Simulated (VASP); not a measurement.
# BaTiO3 (Pm-3m) in VASP: single point with r2SCAN+U

Aim: the single point of BaTiO3 with r2SCAN+U.

All numbers are computed with VASP 6.6.1; they aren't measurements. Logs are shortened: lines on timing, memory, paths and dates and some standing lists are left out, and cuts for length are marked.

## (1) The cell of the first run

It takes space group Pm-3m (No. 221, cubic). The conventional cell has a = 4.028 Å, b = 4.028 Å, c = 4.028 Å, α = 90.00°, β = 90.00°, γ = 90.00°. Ba (site symmetry m-3m) has 12 O at 2.85 Å and 8 Ti at 3.49 Å within 3.8 Å. Ti (site symmetry m-3m) has 6 O at 2.01 Å within 2.7 Å. O (site symmetry 4/mmm) has 2 Ti at 2.01 Å within 2.7 Å. Within 2.7 Å of O (site symmetry 4/mmm) lie 2 Ti at 2.01 Å.

## (2) Single point, r2SCAN+U

Contents of POSCAR:

```
BaTiO3
1.0
    4.0280749900      0.0000000000      0.0000000000
    0.0000000000      4.0280749900      0.0000000000
    0.0000000000      0.0000000000      8.0561499800
Ba Ti O
2 2 6
Direct
    0.0000000000      0.0000000000      0.0000000000
    0.0000000000      0.0000000000      0.5000000000
    0.5000000000      0.5000000000      0.2500000000
    0.5000000000      0.5000000000      0.7500000000
    0.5000000000      0.5000000000      0.0000000000
    0.5000000000      0.5000000000      0.5000000000
    0.0000000000      0.5000000000      0.2500000000
    0.0000000000      0.5000000000      0.7500000000
    0.5000000000      0.0000000000      0.2500000000
    0.5000000000      0.0000000000      0.7500000000
```

Contents of INCAR.step1:

```
PREC     = Accurate       # precision mode
ENCUT    = 520            # plane-wave cutoff, eV
ISMEAR   = -1             # smearing method
SIGMA    = 0.0303         # smearing width, eV
LREAL    = False          # projectors in reciprocal space
LASPH    = True           # aspherical terms in the spheres
NELM     = 150            # most SCF steps
LMAXMIX  = 4              # l up to which the mixer works
LDAU     = True           # DFT+U
LDAUTYPE = 2            
LDAUL    = -1 2 -1        # shell
LDAUU    = 0 3.42 0       # U, eV
LDAUJ    = 0 0 0        
NBANDS   = 51             # bands
GGA      = PE             # functional
ALGO     = Normal         # electronic algorithm
EDIFF    = 1E-4           # SCF threshold, eV
LWAVE    = True           # write WAVECAR
LCHARG   = False          # write CHGCAR
```

Contents of INCAR.step2:

```
PREC     = Accurate       # precision mode
ENCUT    = 520            # plane-wave cutoff, eV
EDIFF    = 1E-7           # SCF threshold, eV
ISMEAR   = -1             # smearing method
SIGMA    = 0.0303         # smearing width, eV
LREAL    = False          # projectors in reciprocal space
LASPH    = True           # aspherical terms in the spheres
NELM     = 150            # most SCF steps
ALGO     = Normal         # electronic algorithm
ISIF     = 2              # what is computed and relaxed
LWAVE    = False          # write WAVECAR
LCHARG   = True           # write CHGCAR
LMAXMIX  = 4              # l up to which the mixer works
LDAU     = True           # DFT+U
LDAUTYPE = 2            
LDAUL    = -1 2 -1        # shell
LDAUU    = 0 3.42 0       # U, eV
LDAUJ    = 0 0 0        
LDAUPRINT= 1            
METAGGA  = R2SCAN         # meta-GGA
LMIXTAU  = True         
LELF     = True           # ELF
LVHAR    = True         
NBANDS   = 51             # bands
ISTART   = 1
```

Contents of KPOINTS:

```
Automatic mesh
0
Gamma
  6 6 3
```

Potentials or basis: VASP PAW PBE potentials, release 64 (Ba_sv, Ti_sv, O).

The run is started by

```bash
$ cat potpaw_PBE.64/Ba_sv/POTCAR potpaw_PBE.64/Ti_sv/POTCAR potpaw_PBE.64/O/POTCAR > POTCAR
$ cp INCAR.step1 INCAR
$ mpirun -np 1 vasp_std > vasp.out
$ cp INCAR.step2 INCAR
$ mpirun -np 1 vasp_std > vasp.out
```

OUTCAR:

```text
PREC = Accurate
   ENCUT = 520
   EDIFF = 1E-7
   ISMEAR = -1
   LREAL = False
   LASPH = True
   NELM = 150
   ISIF = 2
   METAGGA = R2SCAN
   ISTART = 1

 ion  position               nearest neighbor table
   1  0.000  0.000  0.000-   5 2.85   7 2.85   8 2.85   9 2.85  10 2.85   5 2.85   7 2.85   8 2.85
                             5 2.85   9 2.85  10 2.85   5 2.85   3 3.49   4 3.49   4 3.49   4 3.49
   2  0.000  0.000  0.500-   6 2.85   7 2.85   8 2.85   9 2.85  10 2.85   6 2.85   7 2.85   8 2.85
                             6 2.85   9 2.85  10 2.85   6 2.85   3 3.49   4 3.49   4 3.49   4 3.49
   3  0.500  0.500  0.250-   5 2.01   6 2.01   7 2.01   9 2.01   9 2.01   7 2.01   1 3.49   2 3.49
                             1 3.49   1 3.49   2 3.49   2 3.49   1 3.49   2 3.49
   4  0.500  0.500  0.750-   5 2.01   6 2.01   8 2.01  10 2.01  10 2.01   8 2.01   1 3.49   2 3.49
                             1 3.49   1 3.49   2 3.49   2 3.49   1 3.49   2 3.49
   5  0.500  0.500  0.000-   3 2.01   4 2.01   1 2.85   1 2.85   1 2.85   1 2.85
   6  0.500  0.500  0.500-   3 2.01   4 2.01   2 2.85   2 2.85   2 2.85   2 2.85
   7  0.000  0.500  0.250-   3 2.01   3 2.01   1 2.85   1 2.85   2 2.85   2 2.85
   8  0.000  0.500  0.750-   4 2.01   4 2.01   1 2.85   1 2.85   2 2.85   2 2.85
   9  0.500  0.000  0.250-   3 2.01   3 2.01   1 2.85   2 2.85   1 2.85   2 2.85
  10  0.500  0.000  0.750-   4 2.01   4 2.01   1 2.85   2 2.85   1 2.85   2 2.85

  LATTYP: Found a simple tetragonal cell.
 ALAT       =     4.0280749900
 C/A-ratio  =     2.0000000000

  Lattice vectors:

 A1 = (   4.0280749900,   0.0000000000,   0.0000000000)
 A2 = (   0.0000000000,   4.0280749900,   0.0000000000)
 A3 = (   0.0000000000,   0.0000000000,   8.0561499800)

Analysis of symmetry for initial positions (statically):
=====================================================================
 Subroutine PRICEL returns following result:

  LATTYP: Found a simple cubic cell.
 ALAT       =     4.0280749900

  Lattice vectors:

 A1 = (   4.0280749900,   0.0000000000,   0.0000000000)
 A2 = (   0.0000000000,   4.0280749900,   0.0000000000)
 A3 = (   0.0000000000,   0.0000000000,   4.0280749900)

   2 primitive cells build up your supercell.

 Routine SETGRP: Setting up the symmetry group for a
 simple tetragonal supercell.

 Subroutine GETGRP returns: Found 16 space group operations
 (whereof 16 operations were pure point group operations)
 out of a pool of 16 trial point group operations.

The static configuration has the point symmetry D_4h.

Analysis of symmetry for dynamics (positions and initial velocities):
=====================================================================
 Subroutine PRICEL returns following result:

  LATTYP: Found a simple cubic cell.
 ALAT       =     4.0280749900

  Lattice vectors:

 A1 = (   4.0280749900,   0.0000000000,   0.0000000000)
 A2 = (   0.0000000000,   4.0280749900,   0.0000000000)
 A3 = (   0.0000000000,   0.0000000000,   4.0280749900)

   2 primitive cells build up your supercell.

 Routine SETGRP: Setting up the symmetry group for a
 simple tetragonal supercell.

 Subroutine GETGRP returns: Found 16 space group operations
 (whereof 16 operations were pure point group operations)
 out of a pool of 16 trial point group operations.

The dynamic configuration has the point symmetry D_4h.

 Subroutine INISYM returns: Found 16 space group operations
 (whereof 16 operations are pure point group operations),
 and found     2 'primitive' translations

[... 145 lines left out ...]
  0.0000  0.0000  0.2317 -0.0000  0.0000
  0.0000 -0.0000 -0.0000  0.0967  0.0000
 -0.0000  0.0000  0.0000  0.0000  0.2317

spin component  2

  0.0967  0.0000  0.0000  0.0000 -0.0000
  0.0000  0.0967  0.0000 -0.0000  0.0000
  0.0000  0.0000  0.2317 -0.0000  0.0000
  0.0000 -0.0000 -0.0000  0.0967  0.0000
 -0.0000  0.0000  0.0000  0.0000  0.2317

 occupancies and eigenvectors

  o =  0.0967  v =  0.0000  0.0389 -0.0000 -0.9992 -0.0000  0.0000  0.0000  0.0000  0.0000  0.0000      0.0000  0.0000  0.0000  0.0000  0.0000  0.0000  0.0000  0.0000  0.0000  0.0000
  o =  0.0967  v =  0.0000  0.0000  0.0000  0.0000  0.0000  0.0000  0.0389 -0.0000 -0.9992 -0.0000      0.0000  0.0000  0.0000  0.0000  0.0000  0.0000  0.0000  0.0000  0.0000  0.0000
  o =  0.0967  v =  0.0000 -0.9992  0.0000 -0.0389 -0.0000  0.0000  0.0000  0.0000  0.0000  0.0000      0.0000  0.0000  0.0000  0.0000  0.0000  0.0000  0.0000  0.0000  0.0000  0.0000
  o =  0.0967  v =  0.0000  0.0000  0.0000  0.0000  0.0000  0.0000 -0.9992  0.0000 -0.0389 -0.0000      0.0000  0.0000  0.0000  0.0000  0.0000  0.0000  0.0000  0.0000  0.0000  0.0000
  o =  0.0967  v =  1.0000  0.0000  0.0000  0.0000  0.0000  0.0000  0.0000  0.0000  0.0000  0.0000      0.0000  0.0000  0.0000  0.0000  0.0000  0.0000  0.0000  0.0000  0.0000  0.0000
  o =  0.0967  v =  0.0000  0.0000  0.0000  0.0000  0.0000  1.0000  0.0000  0.0000  0.0000  0.0000      0.0000  0.0000  0.0000  0.0000  0.0000  0.0000  0.0000  0.0000  0.0000  0.0000
  o =  0.2317  v =  0.0000  0.0000  0.0000  0.0000  0.0000  0.0000 -0.0000  0.0000 -0.0000  1.0000      0.0000  0.0000  0.0000  0.0000  0.0000  0.0000  0.0000  0.0000  0.0000  0.0000
  o =  0.2317  v =  0.0000 -0.0000  0.0000 -0.0000  1.0000  0.0000  0.0000  0.0000  0.0000  0.0000      0.0000  0.0000  0.0000  0.0000  0.0000  0.0000  0.0000  0.0000  0.0000  0.0000
  o =  0.2317  v =  0.0000  0.0000  0.0000  0.0000  0.0000  0.0000  0.0000  1.0000 -0.0000 -0.0000      0.0000  0.0000  0.0000  0.0000  0.0000  0.0000  0.0000  0.0000  0.0000  0.0000
  o =  0.2317  v =  0.0000  0.0000  1.0000 -0.0000 -0.0000  0.0000  0.0000  0.0000  0.0000  0.0000      0.0000  0.0000  0.0000  0.0000  0.0000  0.0000  0.0000  0.0000  0.0000  0.0000

atom =   4  type =  2  l = 2

 onsite density matrix

spin component  1

  0.0967  0.0000  0.0000  0.0000 -0.0000
  0.0000  0.0967 -0.0000 -0.0000 -0.0000
  0.0000 -0.0000  0.2317 -0.0000  0.0000
  0.0000 -0.0000 -0.0000  0.0967  0.0000
 -0.0000 -0.0000  0.0000  0.0000  0.2317

spin component  2

  0.0967  0.0000  0.0000  0.0000 -0.0000
  0.0000  0.0967 -0.0000 -0.0000 -0.0000
  0.0000 -0.0000  0.2317 -0.0000  0.0000
  0.0000 -0.0000 -0.0000  0.0967  0.0000
 -0.0000 -0.0000  0.0000  0.0000  0.2317

 occupancies and eigenvectors

  o =  0.0967  v =  0.0000 -0.9983 -0.0000 -0.0590 -0.0000  0.0000  0.0000  0.0000  0.0000  0.0000      0.0000  0.0000  0.0000  0.0000  0.0000  0.0000  0.0000  0.0000  0.0000  0.0000
  o =  0.0967  v =  0.0000  0.0000  0.0000  0.0000  0.0000  0.0000 -0.9983 -0.0000 -0.0590 -0.0000      0.0000  0.0000  0.0000  0.0000  0.0000  0.0000  0.0000  0.0000  0.0000  0.0000
  o =  0.0967  v =  0.0000  0.0590  0.0000 -0.9983  0.0000  0.0000  0.0000  0.0000  0.0000  0.0000      0.0000  0.0000  0.0000  0.0000  0.0000  0.0000  0.0000  0.0000  0.0000  0.0000
  o =  0.0967  v =  0.0000  0.0000  0.0000  0.0000  0.0000  0.0000  0.0590  0.0000 -0.9983  0.0000      0.0000  0.0000  0.0000  0.0000  0.0000  0.0000  0.0000  0.0000  0.0000  0.0000
  o =  0.0967  v =  0.0000  0.0000  0.0000  0.0000  0.0000  1.0000  0.0000  0.0000  0.0000  0.0000      0.0000  0.0000  0.0000  0.0000  0.0000  0.0000  0.0000  0.0000  0.0000  0.0000
  o =  0.0967  v =  1.0000  0.0000  0.0000  0.0000  0.0000  0.0000  0.0000  0.0000  0.0000  0.0000      0.0000  0.0000  0.0000  0.0000  0.0000  0.0000  0.0000  0.0000  0.0000  0.0000
  o =  0.2317  v =  0.0000  0.0000  0.0000  0.0000  0.0000  0.0000 -0.0000  0.0000 -0.0000 -1.0000      0.0000  0.0000  0.0000  0.0000  0.0000  0.0000  0.0000  0.0000  0.0000  0.0000
  o =  0.2317  v =  0.0000 -0.0000  0.0000 -0.0000 -1.0000  0.0000  0.0000  0.0000  0.0000  0.0000      0.0000  0.0000  0.0000  0.0000  0.0000  0.0000  0.0000  0.0000  0.0000  0.0000
  o =  0.2317  v =  0.0000  0.0000 -1.0000 -0.0000 -0.0000  0.0000  0.0000  0.0000  0.0000  0.0000      0.0000  0.0000  0.0000  0.0000  0.0000  0.0000  0.0000  0.0000  0.0000  0.0000
  o =  0.2317  v =  0.0000  0.0000  0.0000  0.0000  0.0000  0.0000  0.0000 -1.0000 -0.0000 -0.0000      0.0000  0.0000  0.0000  0.0000  0.0000  0.0000  0.0000  0.0000  0.0000  0.0000

 number of electron      79.9999951 magnetization

 Free energy of the ion-electron system (eV)
  ---------------------------------------------------
  ext. energy  EPLUGINS =         0.00000000
  ---------------------------------------------------
  free energy    TOTEN  =      -144.06944317 eV

  energy without entropy =     -144.06944317  energy(sigma->0) =     -144.06944317

 E-fermi :   4.3718     XC(G=0): -11.8161

 val. band max:        3.5018895414   @ k =   0.5000   0.5000   0.0000
 cond. band min:       6.0330425569   @ k =   0.0000   0.0000   0.0000
 fundamental gap:      2.5311530155
 Fermi energy:         4.3717929857

 k-point     1 :       0.0000    0.0000    0.0000
  band No.  band energies     occupation
      1     -56.3954      2.00000
      2     -56.3944      2.00000
      3     -31.5436      2.00000
      4     -31.4976      2.00000
      5     -31.4976      2.00000
      6     -31.4976      2.00000
[... 1069 lines left out ...]
     50      11.4224      0.00000
     51      11.4224      0.00000

------------------------ aborting loop because EDIFF is reached ----------------------------------------

  FORCE on cell =-STRESS in cart. coord.  units (eV):
  Direction    XX          YY          ZZ          XY          YZ          ZX
  --------------------------------------------------------------------------------------
  -------------------------------------------------------------------------------------
  Total        0.0268091      0.0268091      0.0264924      0.0000000      0.0000000      0.0000000
  in kB        0.3286015      0.3286015      0.3247197      0.0000000      0.0000000      0.0000000
  external PRESSURE =       0.3273076 kB  Pullay stress =       0.0000000 kB

 VOLUME and BASIS-vectors are now :
 -----------------------------------------------------------------------------
  energy-cutoff  :      520.00
  volume of cell :      130.71
      direct lattice vectors                 reciprocal lattice vectors
     4.028074990  0.000000000  0.000000000     0.248257543  0.000000000  0.000000000
     0.000000000  4.028074990  0.000000000     0.000000000  0.248257543  0.000000000
     0.000000000  0.000000000  8.056149980     0.000000000  0.000000000  0.124128771

 POSITION                                       TOTAL-FORCE (eV/Angst)
 -----------------------------------------------------------------------------------
      0.00000      0.00000      0.00000        -0.000000     -0.000000     -0.000000
      0.00000      0.00000      4.02807        -0.000000     -0.000000     -0.000000
      2.01404      2.01404      2.01404         0.000000      0.000000     -0.000000
      2.01404      2.01404      6.04211         0.000000      0.000000      0.000000
      2.01404      2.01404      0.00000         0.000000      0.000000     -0.000000
      2.01404      2.01404      4.02807         0.000000      0.000000     -0.000000
      0.00000      2.01404      2.01404         0.000000      0.000000      0.000000
      0.00000      2.01404      6.04211         0.000000      0.000000     -0.000000
      2.01404      0.00000      2.01404         0.000000      0.000000     -0.000000
      2.01404      0.00000      6.04211         0.000000      0.000000     -0.000000
 -----------------------------------------------------------------------------------
    total drift:                                0.000000      0.000000      0.000000

  FREE ENERGIE OF THE ION-ELECTRON SYSTEM (eV)
  ---------------------------------------------------
  free  energy   TOTEN  =      -144.0694431739 eV

  energy  without entropy=     -144.0694431739  energy(sigma->0) =     -144.06944317
```

Wall time 6.1 min (1 thread of Intel Xeon 6975P-C (Granite Rapids), shared host); peak memory 0.3 GiB.

What came out:

- Free energy: -144.0694 eV
- Pressure: 0.0 GPa
- Band gap on the k mesh: 2.53 eV

Levels at points of the mesh, in eV from the valence-band top:
```tsv
k point	band 38	band 39	band 40	band 41	band 42	band 43
(0.00, 0.00, 0.00)	-0.21	-0.21	-0.21	2.53	2.53	2.53
(0.50, 0.00, 0.00)	-0.80	-0.80	-0.09	2.70	4.09	4.16
(0.50, 0.50, 0.00)	0.00	0.00	0.00	4.17	4.17	4.62
```

Eigenvalues of the final occupation matrices:
```csv
site,spin,trace,eigenvalues
site 3 d,1,0.75,0.10 0.10 0.10 0.23 0.23
site 3 d,2,0.75,0.10 0.10 0.10 0.23 0.23
site 4 d,1,0.75,0.10 0.10 0.10 0.23 0.23
site 4 d,2,0.75,0.10 0.10 0.10 0.23 0.23
```

Caveat: the PAW data sets were made with another functional, which shifts forces and pressure a little; spin-orbit coupling is left out, which moves the levels of the heavy elements; an odd mesh through Γ misses points on the zone boundary, where band edges can lie.
